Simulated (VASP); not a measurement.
# K3ScF6 (Fm-3m) in VASP: single point with LDA

Aim: the single point of K3ScF6 with LDA.

Program: VASP 6.6.1. These are calculated values, not measurements. Logs are shortened: lines on timing, memory, paths and dates and some standing lists are left out, and cuts for length are marked.

**1. The cell of the first run**

It takes space group Fm-3m (No. 225, cubic). The conventional cell has a = 8.953 Å, b = 8.953 Å, c = 8.953 Å, α = 90.00°, β = 90.00°, γ = 90.00°. K (site symmetry -43m) has 12 F at 3.17 Å and 4 K at 3.88 Å and 4 Sc at 3.88 Å within 4.2 Å. K (site symmetry m-3m) has 6 F at 2.47 Å within 3.3 Å. Sc (site symmetry m-3m) has 6 F at 2.01 Å within 2.7 Å. Within 2.7 Å of F (site symmetry 4mm) lie 1 Sc at 2.01 Å and 1 K at 2.47 Å.

**2. Single point, LDA**

Input file INCAR:

```
SYSTEM = K3ScF6
PREC = Accurate ; ENCUT = 600
EDIFF = 1E-6 ; ISMEAR = 0
SIGMA = 0.01 ; LREAL = .False.
LASPH = .True. ; NELM = 120
ALGO = Normal ; ISIF = 2
LWAVE = .False. ; LCHARG = .True.
GGA = CA ; LELF = .True.
LVHAR = .True. ; NBANDS = 51
GGA_COMPAT = .False.
```

Input file KPOINTS:

```
Automatic mesh
0
Gamma
  5 5 5
  0 0 0
```

Input file POSCAR:

```
K3ScF6
1.0
    0.0000000000      4.4766328100      4.4766328100
    4.4766328100      0.0000000000      4.4766328100
    4.4766328100      4.4766328100      0.0000000000
K Sc F
3 1 6
Direct
    0.7499999994      0.7499999994      0.7499999994
    0.2499999994      0.2499999994      0.2499999994
    0.5000000000      0.5000000000      0.5000000000
    0.0000000000      0.0000000000      0.0000000000
    0.7754298895      0.2245701105      0.2245701105
    0.2245701105      0.2245701105      0.7754298895
    0.2245701105      0.7754298895      0.7754298895
    0.2245701105      0.7754298895      0.2245701105
    0.7754298895      0.2245701105      0.7754298895
    0.7754298895      0.7754298895      0.2245701105
```

Potentials or basis: VASP PAW LDA potentials, release 64 (K_sv, Sc_sv, F).

Started as:

```bash
> cat potpaw_LDA.64/K_sv/POTCAR potpaw_LDA.64/Sc_sv/POTCAR potpaw_LDA.64/F/POTCAR > POTCAR
> mpirun -np 1 vasp_std > vasp.out
```

OUTCAR:

```text
SYSTEM = K3ScF6
   PREC = Accurate
   ENCUT = 600
   EDIFF = 1E-6
   ISMEAR = 0
   LREAL = .False.
   LASPH = .True.
   NELM = 120
   ISIF = 2
   GGA = CA

 ion  position               nearest neighbor table
   1  0.750  0.750  0.750-
   2  0.250  0.250  0.250-
   3  0.500  0.500  0.500-   5 2.47   6 2.47   7 2.47   8 2.47   9 2.47  10 2.47
   4  0.000  0.000  0.000-   5 2.01   6 2.01   7 2.01   8 2.01   9 2.01  10 2.01
   5  0.775  0.225  0.225-   4 2.01   3 2.47
   6  0.225  0.225  0.775-   4 2.01   3 2.47
   7  0.225  0.775  0.775-   4 2.01   3 2.47
   8  0.225  0.775  0.225-   4 2.01   3 2.47
   9  0.775  0.225  0.775-   4 2.01   3 2.47
  10  0.775  0.775  0.225-   4 2.01   3 2.47

  LATTYP: Found a face centered cubic cell.
 ALAT       =     8.9532656200

  Lattice vectors:

 A1 = (   0.0000000000,   4.4766328100,   4.4766328100)
 A2 = (   4.4766328100,   0.0000000000,   4.4766328100)
 A3 = (   4.4766328100,   4.4766328100,   0.0000000000)

Analysis of symmetry for initial positions (statically):
=====================================================================
 Subroutine PRICEL returns:
 Original cell was already a primitive cell.

 Routine SETGRP: Setting up the symmetry group for a
 face centered cubic supercell.

 Subroutine GETGRP returns: Found 48 space group operations
 (whereof 48 operations were pure point group operations)
 out of a pool of 48 trial point group operations.

The static configuration has the point symmetry O_h .

Analysis of symmetry for dynamics (positions and initial velocities):
=====================================================================
 Subroutine PRICEL returns:
 Original cell was already a primitive cell.

 Routine SETGRP: Setting up the symmetry group for a
 face centered cubic supercell.

 Subroutine GETGRP returns: Found 48 space group operations
 (whereof 48 operations were pure point group operations)
 out of a pool of 48 trial point group operations.

The dynamic configuration has the point symmetry O_h .

 Subroutine INISYM returns: Found 48 space group operations
 (whereof 48 operations are pure point group operations),
 and found     1 'primitive' translations

[... 94 lines left out ...]
   NELM   =    120;   NELMIN=  2; NELMDL= -5     # of ELM steps
   EDIFF  = 0.1E-05   stopping-criterion for ELM
   LREAL  =      F    real-space projection
[... 7 lines left out ...]
   TEBEG  =    0.0;   TEEND  =   0.0 temperature during run
   PSTRESS=    0.0 pullay stress
   NELECT =      80.0000    total number of electrons
   NUPDOWN=      -1.0000    fix difference up-down
   EMIN   =  10.00;   EMAX   =-10.00  energy-range for DOS
   EFERMI =   0.00;   METHOD = LEGACY
   ISMEAR =     0;   SIGMA  =   0.01  broadening in eV -4-tet -1-fermi 0-gaus
   EFERMI_NEDOS =   21; number of points for ismear=-14 and -15
   IALGO  =     38    algorithm
   IMIX   =      4    mixing-type and parameters
     AMIX     =   0.40;   BMIX     =  1.00
     AMIX_MAG =   1.60;   BMIX_MAG =  1.00
  volume/ion in A,a.u.               =      17.94       121.08
  Fermi-wavevector in a.u.,A,eV,Ry     =   1.250672  2.363427 21.281960  1.564180
  Thomas-Fermi vector in A             =   2.384655
   LORBIT       =      0    0 simple, 1 ext, 2 COOP (PROOUT), +10 PAW based schemes
   GGA     = CA    functional components
   LHFCALC =     F    Hartree Fock is set to
   AEXX    =    0.0000 exact exchange contribution
   IVDW    =     0    specifies the selected vdW correction
   LEPSILON=     F    determine dielectric tensor
   LRPA    =     F    only Hartree local field effects (RPA)
 non-spin polarized calculation
 Gauss-broadening in eV      SIGMA  =   0.01
  energy-cutoff  :      600.00
  volume of cell :      179.43
 maximum number of plane-waves:      6017
 NGX is ok and might be reduce to    54
   NGX = 25   NGY = 25   NGZ = 25

 number of electron      80.0000004 magnetization

 Free energy of the ion-electron system (eV)
  ---------------------------------------------------
  ext. energy  EPLUGINS =         0.00000000
  ---------------------------------------------------
  free energy    TOTEN  =       -57.05259910 eV

  energy without entropy =      -57.05259910  energy(sigma->0) =      -57.05259910

 E-fermi :  -3.2563     XC(G=0):  -9.0927

 val. band max:       -3.2998782090   @ k =   0.0000   0.0000   0.0000
 cond. band min:       2.7095411381   @ k =   0.0000   0.0000   0.0000
 fundamental gap:      6.0094193471
 Fermi energy:        -3.2563314326

 k-point     1 :       0.0000    0.0000    0.0000
  band No.  band energies     occupation
      1     -48.1122      2.00000
      2     -29.4788      2.00000
      3     -29.4681      2.00000
      4     -27.7151      2.00000
      5     -27.4261      2.00000
      6     -27.4261      2.00000
[... 529 lines left out ...]
     50       6.8028      0.00000
     51       6.8663      0.00000

------------------------ aborting loop because EDIFF is reached ----------------------------------------

  FORCE on cell =-STRESS in cart. coord.  units (eV):
  Direction    XX          YY          ZZ          XY          YZ          ZX
  --------------------------------------------------------------------------------------
  -------------------------------------------------------------------------------------
  Total       -3.5747870     -3.5747870     -3.5747870      0.0000000      0.0000000     -0.0000000
  in kB      -31.9209891    -31.9209891    -31.9209891      0.0000000      0.0000000     -0.0000000
  external PRESSURE =     -31.9209891 kB  Pullay stress =       0.0000000 kB

 VOLUME and BASIS-vectors are now :
 -----------------------------------------------------------------------------
  energy-cutoff  :      600.00
  volume of cell :      179.43
      direct lattice vectors                 reciprocal lattice vectors
     0.000000000  4.476632810  4.476632810    -0.111691090  0.111691090  0.111691090
     4.476632810  0.000000000  4.476632810     0.111691090 -0.111691090  0.111691090
     4.476632810  4.476632810  0.000000000     0.111691090  0.111691090 -0.111691090

 POSITION                                       TOTAL-FORCE (eV/Angst)
 -----------------------------------------------------------------------------------
      6.71495      6.71495      6.71495        -0.000000     -0.000000     -0.000000
      2.23832      2.23832      2.23832         0.000000      0.000000      0.000000
      4.47663      4.47663      4.47663        -0.000000      0.000000      0.000000
      0.00000      0.00000      0.00000        -0.000000      0.000000      0.000000
      2.01064      4.47663      4.47663        -0.199748      0.000000      0.000000
      4.47663      4.47663      2.01064        -0.000000      0.000000     -0.199748
      6.94263      4.47663      4.47663         0.199748      0.000000      0.000000
      4.47663      2.01064      4.47663        -0.000000     -0.199748      0.000000
      4.47663      6.94263      4.47663        -0.000000      0.199748      0.000000
      4.47663      4.47663      6.94263        -0.000000      0.000000      0.199748
 -----------------------------------------------------------------------------------
    total drift:                                0.000006      0.000006      0.000006

  FREE ENERGIE OF THE ION-ELECTRON SYSTEM (eV)
  ---------------------------------------------------
  free  energy   TOTEN  =       -57.0525991017 eV

  energy  without entropy=      -57.0525991017  energy(sigma->0) =      -57.05259910
```

Wall time 6.8 min (1 thread of Intel Xeon 8259CL, shared host); peak memory 0.36 GiB.

What came out:

| Item | Value |
| --- | --- |
| Free energy | -57.0526 eV |
| Pressure | -3.2 GPa |
| Largest force | 0.200 eV/Å |
| Band gap on the k mesh | 6.01 eV |

Forces on the atoms (eV/Å):
```
K    0.000  0.000  0.000
K    0.000  0.000  0.000
K    0.000  0.000  0.000
Sc   0.000  0.000  0.000
F   -0.200  0.000  0.000
F    0.000  0.000 -0.200
F    0.200  0.000  0.000
F    0.000 -0.200  0.000
F    0.000  0.200  0.000
F    0.000  0.000  0.200
```

Levels at points of the mesh, in eV from the valence-band top:
| k point | band 38 | band 39 | band 40 | band 41 | band 42 | band 43 |
| --- | --- | --- | --- | --- | --- | --- |
| (0.00, 0.00, 0.00) | 0.00 | 0.00 | 0.00 | 6.01 | 7.20 | 7.20 |

Caveat: the cell stands under tension; an odd mesh through Γ misses points on the zone boundary, where band edges can lie.
